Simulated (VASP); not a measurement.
A run of VASP 6.6.1 is set up as follows.

Contents of INCAR:

```
PREC     = Accurate       # precision mode
ENCUT    = 520            # plane-wave cutoff, eV
EDIFF    = 1E-6           # SCF threshold, eV
ISMEAR   = 0              # smearing method
SIGMA    = 0.05           # smearing width, eV
LREAL    = F              # projectors in reciprocal space
LASPH    = T              # aspherical terms in the spheres
NELM     = 150            # most SCF steps
ALGO     = Normal         # electronic algorithm
ISIF     = 2              # what is computed and relaxed
LWAVE    = F              # write WAVECAR
LCHARG   = F              # write CHGCAR
ISPIN    = 2              # spin polarisation
MAGMOM   = 3.85 0 0 0     # initial moments
LORBIT   = 11             # projections on sites
LMAXMIX  = 4              # l up to which the mixer works
GGA      = PS             # functional
NBANDS   = 29             # bands
```

The input KPOINTS:

```
Automatic mesh
0
Gamma
  6 6 6
```

The input POSCAR:

```
MnCl3
1.0
    4.6628782148      0.0000000000      0.0000000000
    0.0000000000      4.6628782148      0.0000000000
    0.0000000000      0.0000000000      4.6628782148
Mn Cl
1 3
Direct
    0.0000000000      0.0000000000      0.0000000000
    0.5000000000      0.0000000000      0.0000000000
    0.0000000000      0.0000000000      0.5000000000
    0.0000000000      0.5000000000      0.0000000000
```

Potentials or basis: VASP PAW PBE potentials, release 64 (Mn_pv, Cl).

Launch:

```console
$ cat potpaw_PBE.64/Mn_pv/POTCAR potpaw_PBE.64/Cl/POTCAR > POTCAR
$ mpirun -np 1 vasp_std > vasp.out
```

(1) Estimate the band gap on the k mesh.

(2) Estimate the net moment.

(3) Estimate the pressure.

(4) Predict the site moments.

Results:

(1) zero (filled and empty bands overlap).

(2) 4.01 μB per cell.

(3) 0.0 GPa.

(4) Mn +3.64; Cl +0.04 μB.

Caveat: the PAW data sets were made with another functional, which shifts forces and pressure a little; a cell with one magnetic atom can't hold antiferromagnetic order, which such compounds often take; semilocal functionals often make such compounds metallic where correlation or magnetic order opens a gap, which also shifts bond lengths.
